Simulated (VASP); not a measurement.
Wanted: the native input for a VASP 6.6.1 run.

```yaml
Task: single point
Functional: PBE
Dispersion: D3(BJ)
Potentials_or_basis: VASP PAW PBE potentials, release 64 (C)
Cutoff: 520 eV
k_mesh: 7 × 11 × 3
Occupations: gaussian, width 0.05 eV
Spin: no spin polarisation
Dipole_correction: no
Further_INCAR_settings: ALGO = Normal; EDIFF = 1e-07; NBANDS = 31
```

The structure of C lies in POSCAR:

```
C
1.0
    0.0000000000      1.4231666446     -3.3613878322
   -2.4649969361      0.0000000000      0.0000000000
    2.2595805248     10.9486071472      2.4286678151
C
10
Direct
    0.2582475889      0.3079830720      0.7723451695
    0.7431220637      0.6544387956      0.0593877770
    0.8719034450      0.3178248647      0.2376271251
    0.0006848263      0.9812109338      0.4158664732
    0.1294662076      0.6445970029      0.5941058214
    0.7856593176      0.2089472735      0.1188515711
   -0.0855593011      0.8723333426      0.2970909192
    0.0432220802      0.5357194117      0.4753302673
    0.1720034616      1.1991054808      0.6535696154
    0.3007848429      0.8624915499      0.8318089635
```

This cell differs from its parent crystal: the part above a cut slid along it.

These files were run (other wordings do the same):

INCAR

```
PREC = Accurate ; ENCUT = 520
EDIFF = 1E-7 ; ISMEAR = 0
SIGMA = 0.05 ; LREAL = False
LASPH = True ; NELM = 60
ALGO = Normal ; ISIF = 2
LWAVE = False ; LCHARG = True
GGA = PE ; IVDW = 12
LELF = True ; LVHAR = True
NBANDS = 31
```

KPOINTS

```
Automatic mesh
0
Gamma
  7 11 3
```

Potentials or basis: VASP PAW PBE potentials, release 64 (C).

Command:

```bash
$ cat potpaw_PBE.64/C/POTCAR > POTCAR
$ mpirun -np 1 vasp_std > vasp.out
```

Results of the run:

* Pressure: -1.9 GPa
* Largest force: 2.354 eV/Å
* Dispersion energy per atom: -0.147 eV

Caveat: the cell differs from its parent crystal (the part above a cut slid along it); forces of over 1 eV/Å act on the atoms, so gaps and moduli don't describe the material at rest.

Wall time 8.9 min on 1 thread of Intel Xeon 8259CL (shared host), peak memory 0.36 GiB.
